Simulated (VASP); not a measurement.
# RbBr (I4/mmm) in VASP: notebook

RbBr is run at these levels: PBEsol; tasks: single point.

Program: VASP 6.6.1. These are calculated values, not measurements. Logs are shortened: lines on timing, memory, paths and dates and some standing lists are left out, and cuts for length are marked.

## (1) The cell of the first run

Symmetry: I4/mmm, No. 139, tetragonal system. The conventional cell has a = 4.847 Å, b = 4.847 Å, c = 7.540 Å, α = 90.00°, β = 90.00°, γ = 90.00°. Rb (site symmetry 4/mmm) has 6 Br at 3.43 to 3.77 Å within 4.5 Å. Within 4.5 Å of Br (site symmetry 4/mmm) lie 6 Rb at 3.43 to 3.77 Å.

## (2) Single point, PBEsol (strain +0.1000 x Voigt [1, 0, 0, 0, 0, 0])

The input, INCAR:

```
SYSTEM = RbBr
PREC = Accurate
ENCUT = 520
EDIFF = 1E-7
ISMEAR = 0
SIGMA = 0.05
LREAL = .FALSE.
LASPH = .TRUE.
NELM = 100
ALGO = Normal
ISIF = 2
LWAVE = .FALSE.
LCHARG = .FALSE.
GGA = PS
NBANDS = 15
```

The input, KPOINTS:

```
regular mesh
0
G
  6 6 6
  0 0 0
```

The input, POSCAR:

```
RbBr
1.0
    0.0000000000      3.4275000000      3.4275000000
    3.7702500000      0.0000000000      3.4275000000
    3.7702500000      3.4275000000      0.0000000000
Rb Br
1 1
Direct
    0.0000000000      0.0000000000      0.0000000000
    0.5000000000      0.5000000000      0.5000000000
```

Potentials or basis: VASP PAW PBE potentials, release 64 (Rb_sv, Br).

The run is started by

```console
> cat potpaw_PBE.64/Rb_sv/POTCAR potpaw_PBE.64/Br/POTCAR > POTCAR
> mpirun -np 1 vasp_std > vasp.out
```

OUTCAR:

```text
SYSTEM = RbBr
   PREC = Accurate
   ENCUT = 520
   EDIFF = 1E-7
   ISMEAR = 0
   LREAL = .FALSE.
   LASPH = .TRUE.
   NELM = 100
   ISIF = 2
   GGA = PS

 ion  position               nearest neighbor table
   1  0.000  0.000  0.000-   2 3.43   2 3.43   2 3.43   2 3.43   2 3.77   2 3.77
   2  0.500  0.500  0.500-   1 3.43   1 3.43   1 3.43   1 3.43   1 3.77   1 3.77

  LATTYP: Found a body centered tetragonal cell.
 ALAT       =     4.8472169850
 C/A-ratio  =     1.5556349186

  Lattice vectors:

 A1 = (   3.7702500000,   0.0000000000,   3.4275000000)
 A2 = (   3.7702500000,   0.0000000000,  -3.4275000000)
 A3 = (  -3.7702500000,   3.4275000000,   0.0000000000)

Analysis of symmetry for initial positions (statically):
=====================================================================
 Subroutine PRICEL returns:
 Original cell was already a primitive cell.

 Routine SETGRP: Setting up the symmetry group for a
 body centered tetragonal supercell.

 Subroutine GETGRP returns: Found 16 space group operations
 (whereof 16 operations were pure point group operations)
 out of a pool of 16 trial point group operations.

The static configuration has the point symmetry D_4h.

Analysis of symmetry for dynamics (positions and initial velocities):
=====================================================================
 Subroutine PRICEL returns:
 Original cell was already a primitive cell.

 Routine SETGRP: Setting up the symmetry group for a
 body centered tetragonal supercell.

 Subroutine GETGRP returns: Found 16 space group operations
 (whereof 16 operations were pure point group operations)
 out of a pool of 16 trial point group operations.

The dynamic configuration has the point symmetry D_4h.

 Subroutine INISYM returns: Found 16 space group operations
 (whereof 16 operations are pure point group operations),
 and found     1 'primitive' translations

----------------------------------------------------------------------------------------

                                     Primitive cell

  volume of cell :      88.5840

  direct lattice vectors                    reciprocal lattice vectors
     0.000000000  3.427500000  3.427500000    -0.132617200  0.145878920  0.145878920
     3.770250000  0.000000000  3.427500000     0.132617200 -0.145878920  0.145878920
     3.770250000  3.427500000  0.000000000     0.132617200  0.145878920 -0.145878920

  length of vectors
     4.847216985  5.095345063  5.095345063     0.245252198  0.245252198  0.245252198

  position of ions in fractional coordinates (direct lattice)
     0.000000000  0.000000000  0.000000000
     0.500000000  0.500000000  0.500000000

  ion indices of the primitive-cell ions
   primitive index   ion index
                 1           1
                 2           2

----------------------------------------------------------------------------------------

 KPOINTS: regular mesh

Automatic generation of k-mesh.
 Grid dimensions read from file:
 generate k-points for:    6    6    6

 Generating k-lattice:

  Cartesian coordinates                     Fractional coordinates (reciprocal lattice)
    -0.022102867  0.024313153  0.024313153     0.166666667  0.000000000  0.000000000
     0.022102867 -0.024313153  0.024313153     0.000000000  0.166666667  0.000000000
     0.022102867  0.024313153 -0.024313153     0.000000000  0.000000000  0.166666667

  Length of vectors
     0.040875366  0.040875366  0.040875366

  Shift w.r.t. Gamma in fractional coordinates (k-lattice)
     0.000000000  0.000000000  0.000000000

 Subroutine IBZKPT returns following result:
 ===========================================

 Found     30 irreducible k-points:

 Following reciprocal coordinates:
            Coordinates               Weight
  0.000000  0.000000  0.000000      1.000000
  0.166667  0.000000  0.000000      8.000000
  0.333333  0.000000  0.000000      8.000000
  0.500000  0.000000  0.000000      4.000000
  0.166667  0.166667  0.000000      4.000000
  0.333333  0.166667 -0.000000     16.000000
[... 16 lines left out ...]
 -0.333333  0.500000  0.166667      4.000000
  0.333333 -0.333333  0.166667      8.000000
 [... further k-points ...]
   k-points           NKPTS =     30   k-points in BZ     NKDIM =     30   number of bands    NBANDS=     15
   number of dos      NEDOS =    301   number of ions     NIONS =      2
   total plane-waves  NPLWV =  57600
   dimension x,y,z NGX =    36 NGY =   40 NGZ =   40
   dimension x,y,z NGXF=    72 NGYF=   80 NGZF=   80
   ions per type =               1   1
   NGX,Y,Z   is equivalent  to a cutoff of  12.35, 13.05, 13.05 a.u.
   NGXF,Y,Z  is equivalent  to a cutoff of  24.69, 26.10, 26.10 a.u.
 SYSTEM =  RbBr
   PREC   = accura    normal or accurate (medium, high low for compatibility)
   ISTART =      0    job   : 0-new  1-cont  2-samecut
   ICHARG =      2    charge: 1-file 2-atom 10-const
   ISPIN  =      1    spin polarized calculation?
   LNONCOLLINEAR =      F non collinear calculations
   LSORBIT =      F    spin-orbit coupling
   LASPH  =      T    aspherical Exc in radial PAW
   ENCUT  =  520.0 eV  38.22 Ry    6.18 a.u.   9.01  9.47  9.47*2*pi/ulx,y,z
   NELM   =    100;   NELMIN=  2; NELMDL= -5     # of ELM steps
   EDIFF  = 0.1E-06   stopping-criterion for ELM
   LREAL  =      F    real-space projection
   EDIFFG = 0.1E-05   stopping-criterion for IOM
   NSW    =      0    number of steps for IOM
   IBRION =     -1    ionic relax: 0-MD 1-quasi-New 2-CG
   NFREE  =      0    steps in history (QN), initial steepest desc. (CG)
   ISIF   =      2    stress and relaxation
   ISYM   =      2    0-nonsym 1-usesym 2-fastsym
   POTIM  = 0.5000    time-step for ionic-motion
   TEBEG  =    0.0;   TEEND  =   0.0 temperature during run
   PSTRESS=    0.0 pullay stress
   NELECT =      16.0000    total number of electrons
   NUPDOWN=      -1.0000    fix difference up-down
   EMIN   =  10.00;   EMAX   =-10.00  energy-range for DOS
   EFERMI =   0.00;   METHOD = LEGACY
   ISMEAR =     0;   SIGMA  =   0.05  broadening in eV -4-tet -1-fermi 0-gaus
   EFERMI_NEDOS =   21; number of points for ismear=-14 and -15
   IALGO  =     38    algorithm
   IMIX   =      4    mixing-type and parameters
     AMIX     =   0.40;   BMIX     =  1.00
     AMIX_MAG =   1.60;   BMIX_MAG =  1.00
  volume/ion in A,a.u.               =      44.29       298.90
  Fermi-wavevector in a.u.,A,eV,Ry     =   0.925401  1.748754 11.651572  0.856366
  Thomas-Fermi vector in A             =   2.051251
   LORBIT       =      0    0 simple, 1 ext, 2 COOP (PROOUT), +10 PAW based schemes
   GGA     = PS    functional components
   LHFCALC =     F    Hartree Fock is set to
   AEXX    =    0.0000 exact exchange contribution
   IVDW    =     0    specifies the selected vdW correction
   LEPSILON=     F    determine dielectric tensor
   LRPA    =     F    only Hartree local field effects (RPA)
 non-spin polarized calculation
 Gauss-broadening in eV      SIGMA  =   0.05
  energy-cutoff  :      520.00
  volume of cell :       88.58
 maximum number of plane-waves:      2410
   NGX = 17   NGY = 19   NGZ = 19

 number of electron      16.0000000 magnetization

 Free energy of the ion-electron system (eV)
  ---------------------------------------------------
  ext. energy  EPLUGINS =         0.00000000
  ---------------------------------------------------
  free energy    TOTEN  =        -6.30323875 eV

  energy without entropy =       -6.30323875  energy(sigma->0) =       -6.30323875

 E-fermi :  -1.9053     XC(G=0):  -6.9973

 val. band max:       -2.1535218529   @ k =   0.0000   0.0000   0.0000
 cond. band min:       1.8348316035   @ k =   0.0000   0.0000   0.0000
 fundamental gap:      3.9883534564
 Fermi energy:        -1.9052828965

 k-point     1 :       0.0000    0.0000    0.0000
  band No.  band energies     occupation
      1     -26.7214      2.00000
      2     -14.2880      2.00000
      3     -10.8145      2.00000
      4     -10.8031      2.00000
      5     -10.8031      2.00000
      6      -2.2043      2.00000
      7      -2.1535      2.00000
      8      -2.1535      2.00000
      9       1.8348      0.00000
     10       4.6599      0.00000
     11       5.2101      0.00000
     12       5.2101      0.00000
     13       5.6475      0.00000
     14       6.0413      0.00000
     15       8.4741      0.00000

 k-point     2 :       0.1667    0.0000    0.0000
  band No.  band energies     occupation
      1     -26.7199      2.00000
      2     -14.2967      2.00000
      3     -10.8205      2.00000
      4     -10.8008      2.00000
      5     -10.7902      2.00000
      6      -2.4372      2.00000
      7      -2.2621      2.00000
      8      -2.2404      2.00000
      9       2.4105      0.00000
     10       4.7928      0.00000
     11       5.2265      0.00000
     12       5.4936      0.00000
     13       5.9935      0.00000
     14       6.4239      0.00000
     15       9.4099      0.00000

 k-point     3 :       0.3333    0.0000    0.0000
  band No.  band energies     occupation
      1     -26.7169      2.00000
      2     -14.3139      2.00000
      3     -10.8327      2.00000
      4     -10.7961      2.00000
      5     -10.7641      2.00000
      6      -2.8691      2.00000
      7      -2.4042      2.00000
      8      -2.3955      2.00000
      9       3.6012      0.00000
     10       4.8783      0.00000
     11       6.0196      0.00000
     12       6.2860      0.00000
     13       6.8506      0.00000
     14       7.3865      0.00000
     15       8.6077      0.00000

 k-point     4 :       0.5000    0.0000    0.0000
  band No.  band energies     occupation
      1     -26.7154      2.00000
      2     -14.3224      2.00000
      3     -10.8389      2.00000
      4     -10.7938      2.00000
      5     -10.7510      2.00000
      6      -3.0518      2.00000
      7      -2.4818      2.00000
      8      -2.4582      2.00000
      9       4.2657      0.00000
     10       5.0806      0.00000
     11       6.9475      0.00000
     12       7.0826      0.00000
     13       7.3212      0.00000
     14       7.7840      0.00000
     15       7.9624      0.00000
[... 307 lines left out ...]
 k-point    22 :       0.3333    0.5000    0.1667
  band No.  band energies     occupation
      1     -26.7144      2.00000
      2     -14.2794      2.00000
      3     -10.8763      2.00000
      4     -10.8359      2.00000
      5     -10.8248      2.00000
      6      -2.7672      2.00000
      7      -2.4080      2.00000
      8      -2.3768      2.00000
      9       4.2051      0.00000
     10       4.2067      0.00000
     11       6.3215      0.00000
     12       7.0009      0.00000
     13       7.0734      0.00000
     14       7.0828      0.00000
     15       8.4494      0.00000

 k-point    23 :      -0.3333    0.5000    0.1667
  band No.  band energies     occupation
      1     -26.7133      2.00000
      2     -14.2674      2.00000
      3     -10.9155      2.00000
      4     -10.8719      2.00000
      5     -10.8032      2.00000
      6      -2.5886      2.00000
      7      -2.5259      2.00000
      8      -2.4605      2.00000
      9       4.0537      0.00000
     10       5.1960      0.00000
     11       5.6735      0.00000
     12       6.3336      0.00000
     13       7.8002      0.00000
     14       7.8666      0.00000
     15       8.6824      0.00000

 k-point    24 :       0.3333   -0.3333    0.1667
  band No.  band energies     occupation
      1     -26.7133      2.00000
      2     -14.2677      2.00000
      3     -10.8833      2.00000
      4     -10.8725      2.00000
      5     -10.8315      2.00000
      6      -2.6853      2.00000
      7      -2.4794      2.00000
      8      -2.4216      2.00000
      9       4.4982      0.00000
     10       4.7010      0.00000
     11       5.9795      0.00000
     12       6.2985      0.00000
     13       7.6754      0.00000
     14       7.8813      0.00000
     15       7.8996      0.00000

 [... further k-points ...]
[... 5 lines left out ...]
  --------------------------------------------------------------------------------------
  -------------------------------------------------------------------------------------
  Total       -0.8766449     -0.2060722     -0.2060722     -0.0000000      0.0000000     -0.0000000
  in kB      -15.8554743     -3.7271332     -3.7271332     -0.0000000      0.0000000     -0.0000000
  external PRESSURE =      -7.7699136 kB  Pullay stress =       0.0000000 kB

 VOLUME and BASIS-vectors are now :
 -----------------------------------------------------------------------------
  energy-cutoff  :      520.00
  volume of cell :       88.58
      direct lattice vectors                 reciprocal lattice vectors
     0.000000000  3.427500000  3.427500000    -0.132617200  0.145878920  0.145878920
     3.770250000  0.000000000  3.427500000     0.132617200 -0.145878920  0.145878920
     3.770250000  3.427500000  0.000000000     0.132617200  0.145878920 -0.145878920

 POSITION                                       TOTAL-FORCE (eV/Angst)
 -----------------------------------------------------------------------------------
      0.00000      0.00000      0.00000         0.000000     -0.000000      0.000000
      3.77025      3.42750      3.42750         0.000000      0.000000     -0.000000
 -----------------------------------------------------------------------------------
    total drift:                                0.000000      0.000000      0.000000

  FREE ENERGIE OF THE ION-ELECTRON SYSTEM (eV)
  ---------------------------------------------------
  free  energy   TOTEN  =        -6.3032387533 eV

  energy  without entropy=       -6.3032387533  energy(sigma->0) =       -6.30323875
```

Run time: 48 s. Hardware: 1 thread of Intel Xeon Platinum 8259CL at 2.50GHz (Skylake/Cascade Lake), shared host; peak memory 0.24 GiB.

Results:

```
Free energy            : -6.3032 eV
Pressure               : -0.8 GPa
Band gap on the k mesh : 3.99 eV, direct
```

Levels at points of the mesh, in eV from the valence-band top:
| k point | band 5 | band 6 | band 7 | band 8 | band 9 | band 10 | band 11 | band 12 |
| --- | --- | --- | --- | --- | --- | --- | --- | --- |
| (0.00, 0.00, 0.00) | -8.65 | -0.05 | 0.00 | 0.00 | 3.99 | 6.81 | 7.36 | 7.36 |
| (0.50, 0.00, 0.00) | -8.60 | -0.90 | -0.33 | -0.30 | 6.42 | 7.23 | 9.10 | 9.24 |
| (0.50, 0.50, 0.00) | -8.70 | -0.43 | -0.19 | -0.19 | 5.57 | 6.73 | 8.69 | 9.00 |
| (0.00, 0.50, 0.50) | -8.69 | -0.53 | -0.11 | -0.11 | 5.63 | 6.58 | 8.27 | 8.84 |

Caveat: the cell differs from its parent crystal (strain +0.1000 x Voigt [1, 0, 0, 0, 0, 0]); the PAW data sets were made with another functional, which shifts forces and pressure a little.

## (3) Single point, PBEsol (strain +0.0875 x Voigt [1, 0, 0, 0, 0, 0])

The input, INCAR:

```
  ALGO = Normal
  EDIFF = 1E-6
  ENCUT = 520
  GGA = PS
  ISIF = 2
  ISMEAR = 0
  LASPH = T
  LCHARG = T
  LELF = T
  LREAL = F
  LVHAR = T
  LWAVE = F
  NBANDS = 15
  NELM = 80
  PREC = Accurate
  SIGMA = 0.05
```

The input, KPOINTS:

```
k-points
0
Gamma
  6 6 6
```

The input, POSCAR:

```
RbBr
1.0
    0.0000000000      3.4275000000      3.4275000000
    3.7274062500      0.0000000000      3.4275000000
    3.7274062500      3.4275000000      0.0000000000
Rb Br
1 1
Direct
    0.0000000000      0.0000000000      0.0000000000
    0.5000000000      0.5000000000      0.5000000000
```

Potentials or basis: VASP PAW PBE potentials, release 64 (Rb_sv, Br).

The run is started by

```console
> cat potpaw_PBE.64/Rb_sv/POTCAR potpaw_PBE.64/Br/POTCAR > POTCAR
> mpirun -np 1 vasp_std > vasp.out
```

It took 52 s on 1 thread of Intel Xeon Platinum 8259CL at 2.50GHz (Skylake/Cascade Lake), shared host; peak memory 0.23 GiB.

It converged, with:

- Free energy: -6.3130 eV
- Pressure: -0.7 GPa
- Band gap on the k mesh: 4.01 eV, direct

Stress tensor (GPa, compression positive):
```
-1.53  0.00  0.00
 0.00 -0.34  0.00
 0.00  0.00 -0.34
```

Levels at points of the mesh, in eV from the valence-band top:
```tsv
k point	band 4	band 5	band 6	band 7	band 8	band 9	band 10	band 11	band 12	band 13
(0.00, 0.00, 0.00)	-8.63	-8.63	-0.05	0.00	0.00	4.01	6.85	7.34	7.34	7.83
(0.50, 0.00, 0.00)	-8.62	-8.58	-0.91	-0.33	-0.31	6.45	7.28	9.14	9.25	9.54
(0.50, 0.50, 0.00)	-8.71	-8.68	-0.44	-0.20	-0.19	5.56	6.76	8.73	9.03	9.10
(0.00, 0.50, 0.50)	-8.67	-8.67	-0.54	-0.12	-0.12	5.62	6.63	8.37	8.87	9.06
```

Caveat: the cell differs from its parent crystal (strain +0.0875 x Voigt [1, 0, 0, 0, 0, 0]); the PAW data sets were made with another functional, which shifts forces and pressure a little.
